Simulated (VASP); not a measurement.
# C (P6_3/mmc) in VASP: notebook

Runs on C. Level: PBE. Tasks: single point.

The COD entry that gives the cell may itself be a prediction, so a difference from it is no test against experiment.

Everything below comes from runs of VASP 6.6.1. Logs are shortened: lines on timing, memory, paths and dates and some standing lists are left out, and cuts for length are marked.

### 1 The cell of the first run

Symmetry: P6_3/mmc, No. 194, hexagonal system. Conventional cell: a = 2.606 Å, b = 2.606 Å, c = 8.305 Å, α = 90.00°, β = 90.00°, γ = 120.00°. Within 2.1 Å of C (site symmetry 3m) lie 4 C at 1.54 to 1.59 Å. C (site symmetry 3m) has 4 C at 1.57 to 1.59 Å within 2.1 Å.

### 2 Single point, PBE (strain +0.0350 x Voigt [1, 1, 0, 0, 0, 0])

Input file INCAR:

```
ALGO = Normal
EDIFF = 1E-6
ENCUT = 520
GGA = PE
ISIF = 2
ISMEAR = 0
LASPH = True
LCHARG = False
LREAL = False
LWAVE = False
NBANDS = 26
NELM = 100
PREC = Accurate
SIGMA = 0.05
```

Input file KPOINTS:

```
k-points
0
Gamma
  12 12 4
```

Input file POSCAR:

```
C
1.0
    2.6061491387      0.0000000000      0.0000000000
   -1.3030745693      2.2569913602      0.0000000000
    0.0000000000      0.0000000000      8.3045881819
C
8
Direct
    0.0000000000      0.0000000000      0.0929681641
    0.0000000000      0.0000000000      0.5929681641
    0.0000000000      0.0000000000      0.4070318359
    0.0000000000      0.0000000000      0.9070318359
    0.3333333333      0.6666666667      0.1555285626
    0.6666666667      0.3333333333      0.6555285626
    0.3333333333      0.6666666667      0.3444714374
    0.6666666667      0.3333333333      0.8444714374
```

Potentials or basis: VASP PAW PBE potentials, release 64 (C).

Command:

```console
> cat potpaw_PBE.64/C/POTCAR > POTCAR
> mpirun -np 1 vasp_std > vasp.out
```

OUTCAR:

```text
EDIFF = 1E-6
   ENCUT = 520
   GGA = PE
   ISIF = 2
   ISMEAR = 0
   LASPH = True
   LREAL = False
   NELM = 100
   PREC = Accurate

 ion  position               nearest neighbor table
   1  0.000  0.000  0.093-   4 1.54   5 1.59   5 1.59   5 1.59
   2  0.000  0.000  0.593-   3 1.54   6 1.59   6 1.59   6 1.59
   3  0.000  0.000  0.407-   2 1.54   7 1.59   7 1.59   7 1.59
   4  0.000  0.000  0.907-   1 1.54   8 1.59   8 1.59   8 1.59
   5  0.333  0.667  0.156-   7 1.57   1 1.59   1 1.59   1 1.59
   6  0.667  0.333  0.656-   8 1.57   2 1.59   2 1.59   2 1.59
   7  0.333  0.667  0.344-   5 1.57   3 1.59   3 1.59   3 1.59
   8  0.667  0.333  0.844-   6 1.57   4 1.59   4 1.59   4 1.59

  LATTYP: Found a hexagonal cell.
 ALAT       =     2.6061491387
 C/A-ratio  =     3.1865360499

  Lattice vectors:

 A1 = (   2.6061491387,   0.0000000000,   0.0000000000)
 A2 = (  -1.3030745693,   2.2569913602,   0.0000000000)
 A3 = (   0.0000000000,   0.0000000000,   8.3045881819)

Analysis of symmetry for initial positions (statically):
=====================================================================
 Subroutine PRICEL returns:
 Original cell was already a primitive cell.

 Routine SETGRP: Setting up the symmetry group for a
 hexagonal supercell.

 Subroutine GETGRP returns: Found 24 space group operations
 (whereof 12 operations were pure point group operations)
 out of a pool of 24 trial point group operations.

The static configuration has the point symmetry D_3d.
 The point group associated with its full space group is D_6h.

Analysis of symmetry for dynamics (positions and initial velocities):
=====================================================================
 Subroutine PRICEL returns:
 Original cell was already a primitive cell.

 Routine SETGRP: Setting up the symmetry group for a
 hexagonal supercell.

 Subroutine GETGRP returns: Found 24 space group operations
 (whereof 12 operations were pure point group operations)
 out of a pool of 24 trial point group operations.

The dynamic configuration has the point symmetry D_3d.
 The point group associated with its full space group is D_6h.

 Subroutine INISYM returns: Found 24 space group operations
 (whereof 12 operations are pure point group operations),
 and found     1 'primitive' translations

----------------------------------------------------------------------------------------

[... 103 lines left out ...]
   NELM   =    100;   NELMIN=  2; NELMDL= -5     # of ELM steps
   EDIFF  = 0.1E-05   stopping-criterion for ELM
   LREAL  =      F    real-space projection
   EDIFFG = 0.1E-04   stopping-criterion for IOM
   NSW    =      0    number of steps for IOM
   IBRION =     -1    ionic relax: 0-MD 1-quasi-New 2-CG
   NFREE  =      0    steps in history (QN), initial steepest desc. (CG)
   ISIF   =      2    stress and relaxation
   ISYM   =      2    0-nonsym 1-usesym 2-fastsym
   POTIM  = 0.5000    time-step for ionic-motion
   TEBEG  =    0.0;   TEEND  =   0.0 temperature during run
   PSTRESS=    0.0 pullay stress
   NELECT =      32.0000    total number of electrons
   NUPDOWN=      -1.0000    fix difference up-down
   EMIN   =  10.00;   EMAX   =-10.00  energy-range for DOS
   EFERMI =   0.00;   METHOD = LEGACY
   ISMEAR =     0;   SIGMA  =   0.05  broadening in eV -4-tet -1-fermi 0-gaus
   EFERMI_NEDOS =   21; number of points for ismear=-14 and -15
   IALGO  =     38    algorithm
   IMIX   =      4    mixing-type and parameters
     AMIX     =   0.40;   BMIX     =  1.00
     AMIX_MAG =   1.60;   BMIX_MAG =  1.00
  volume/ion in A,a.u.               =       6.11        41.21
  Fermi-wavevector in a.u.,A,eV,Ry     =   1.421813  2.686836 27.504878  2.021551
  Thomas-Fermi vector in A             =   2.542583
   LORBIT       =      0    0 simple, 1 ext, 2 COOP (PROOUT), +10 PAW based schemes
   GGA     = PE    functional components
   LHFCALC =     F    Hartree Fock is set to
   AEXX    =    0.0000 exact exchange contribution
   IVDW    =     0    specifies the selected vdW correction
   LEPSILON=     F    determine dielectric tensor
   LRPA    =     F    only Hartree local field effects (RPA)
 non-spin polarized calculation
 Gauss-broadening in eV      SIGMA  =   0.05
  energy-cutoff  :      520.00
  volume of cell :       48.85
 maximum number of plane-waves:      1335
 NGX is ok and might be reduce to    20
   NGX =  9   NGY =  9   NGZ = 31

 number of electron      31.9999998 magnetization

 Free energy of the ion-electron system (eV)
  ---------------------------------------------------
  ext. energy  EPLUGINS =         0.00000000
  ---------------------------------------------------
  free energy    TOTEN  =       -72.28181952 eV

  energy without entropy =      -72.28181952  energy(sigma->0) =      -72.28181952

 E-fermi :   9.1517     XC(G=0): -12.8793

 val. band max:        8.8389319244   @ k =   0.0000   0.0000   0.0000
 cond. band min:      12.8161098271   @ k =   0.5000   0.0000   0.0000
 fundamental gap:      3.9771779027
 Fermi energy:         9.1516964905

 k-point     1 :       0.0000    0.0000    0.0000
  band No.  band energies     occupation
      1     -11.8368      2.00000
      2     -10.1904      2.00000
      3     -10.0964      2.00000
      4      -6.0909      2.00000
      5      -3.9515      2.00000
      6       2.6472      2.00000
[... 685 lines left out ...]
     25      18.6176      0.00000
     26      20.6279      0.00000

 [... further k-points ...]
[... 5 lines left out ...]
  --------------------------------------------------------------------------------------
  -------------------------------------------------------------------------------------
  Total      -11.2817947    -11.2817947     -0.4394539     -0.0000000     -0.0000000      0.0000000
  in kB     -370.0338996   -370.0338996    -14.4137371     -0.0000000     -0.0000000      0.0000000
  external PRESSURE =    -251.4938454 kB  Pullay stress =       0.0000000 kB

 VOLUME and BASIS-vectors are now :
 -----------------------------------------------------------------------------
  energy-cutoff  :      520.00
  volume of cell :       48.85
      direct lattice vectors                 reciprocal lattice vectors
     2.606149139  0.000000000  0.000000000     0.383707895  0.221533856  0.000000000
    -1.303074569  2.256991360  0.000000000     0.000000000  0.443067713  0.000000000
     0.000000000  0.000000000  8.304588182     0.000000000  0.000000000  0.120415363

 POSITION                                       TOTAL-FORCE (eV/Angst)
 -----------------------------------------------------------------------------------
      0.00000      0.00000      0.77206        -0.000000      0.000000     -0.001904
      0.00000      0.00000      4.92436        -0.000000      0.000000     -0.001904
      0.00000      0.00000      3.38023        -0.000000     -0.000000      0.001904
      0.00000      0.00000      7.53253         0.000000     -0.000000      0.001904
     -0.00000      1.50466      1.29160         0.000000      0.000000     -0.080447
      1.30307      0.75233      5.44389        -0.000000      0.000000     -0.080447
     -0.00000      1.50466      2.86069         0.000000     -0.000000      0.080447
      1.30307      0.75233      7.01299        -0.000000     -0.000000      0.080447
 -----------------------------------------------------------------------------------
    total drift:                                0.000000     -0.000000      0.000000

  FREE ENERGIE OF THE ION-ELECTRON SYSTEM (eV)
  ---------------------------------------------------
  free  energy   TOTEN  =       -72.2818195215 eV

  energy  without entropy=      -72.2818195215  energy(sigma->0) =      -72.28181952
```

It took 87 s on 1 thread of Intel Xeon Platinum 8259CL at 2.50GHz (Skylake/Cascade Lake), shared host; peak memory 0.18 GiB.

Results:

| Item | Value |
| --- | --- |
| Free energy | -72.2818 eV |
| Pressure | -25.1 GPa |
| Largest force | 0.080 eV/Å |
| Band gap on the k mesh | 3.98 eV, indirect (least direct gap 4.76 eV) |

Forces in eV/Å, atoms in the order of the input:
```
C    0.000  0.000 -0.002
C    0.000  0.000 -0.002
C    0.000  0.000  0.002
C    0.000  0.000  0.002
C    0.000  0.000 -0.080
C    0.000  0.000 -0.080
C    0.000  0.000  0.080
C    0.000  0.000  0.080
```

Caveat: the cell differs from its parent crystal (strain +0.0350 x Voigt [1, 1, 0, 0, 0, 0]).

### 3 Single point, PBE (strain +0.0400 x Voigt [1, 1, 0, 0, 0, 0])

Input file INCAR:

```
PREC     = Accurate       # precision mode
ENCUT    = 520            # plane-wave cutoff, eV
EDIFF    = 1E-6           # SCF threshold, eV
ISMEAR   = 0              # smearing method
SIGMA    = 0.05           # smearing width, eV
LREAL    = False          # projectors in reciprocal space
LASPH    = True           # aspherical terms in the spheres
NELM     = 100            # most SCF steps
ALGO     = Normal         # electronic algorithm
ISIF     = 2              # what is computed and relaxed
LWAVE    = False          # write WAVECAR
LCHARG   = True           # write CHGCAR
GGA      = PE             # functional
LELF     = True           # ELF
LVHAR    = True         
NBANDS   = 26             # bands
```

Input file KPOINTS:

```
Automatic mesh
0
Gamma
  12 12 4
```

POSCAR, as its differences from that of step 2:

```diff
@@ -2,4 +2,4 @@
 1.0
-    2.6061491387      0.0000000000      0.0000000000
-   -1.3030745693      2.2569913602      0.0000000000
+    2.6187392311      0.0000000000      0.0000000000
+   -1.3093696155      2.2678947001      0.0000000000
     0.0000000000      0.0000000000      8.3045881819
```

Potentials or basis: VASP PAW PBE potentials, release 64 (C).

Command:

```console
> cat potpaw_PBE.64/C/POTCAR > POTCAR
> mpirun -np 1 vasp_std > vasp.out
```

Wall time 83 s (1 thread of Intel Xeon Platinum 8259CL at 2.50GHz (Skylake/Cascade Lake), shared host); peak memory 0.18 GiB.

The run converged. Its results:

```yaml
Free_energy: -72.1666 eV
Pressure: -28.1 GPa
Largest_force: 0.082 eV/Å
Band_gap_on_the_k_mesh: 3.89 eV, indirect (least direct gap 4.68 eV)
```

Forces in eV/Å, atoms in the order of the input:
```
C    0.000  0.000 -0.014
C    0.000  0.000 -0.014
C    0.000  0.000  0.014
C    0.000  0.000  0.014
C    0.000  0.000 -0.082
C    0.000  0.000 -0.082
C    0.000  0.000  0.082
C    0.000  0.000  0.082
```

Stress tensor (GPa, compression positive):
```
-41.37   0.00   0.00
  0.00 -41.37   0.00
  0.00   0.00  -1.66
```

Levels at points of the mesh, in eV from the valence-band top:
```tsv
k point	band 14	band 15	band 16	band 17	band 18	band 19
(0.00, 0.00, 0.00)	-0.28	0.00	0.00	4.68	4.68	6.01
(0.50, 0.00, 0.00)	-4.19	-3.35	-2.59	3.89	5.17	5.49
(0.00, 0.00, 0.50)	-0.71	-0.71	-0.71	5.50	5.50	5.50
(0.50, 0.00, 0.50)	-4.40	-3.34	-3.34	4.26	4.26	6.92
```

Caveat: the cell differs from its parent crystal (strain +0.0400 x Voigt [1, 1, 0, 0, 0, 0]). A k mesh can miss the band edges.
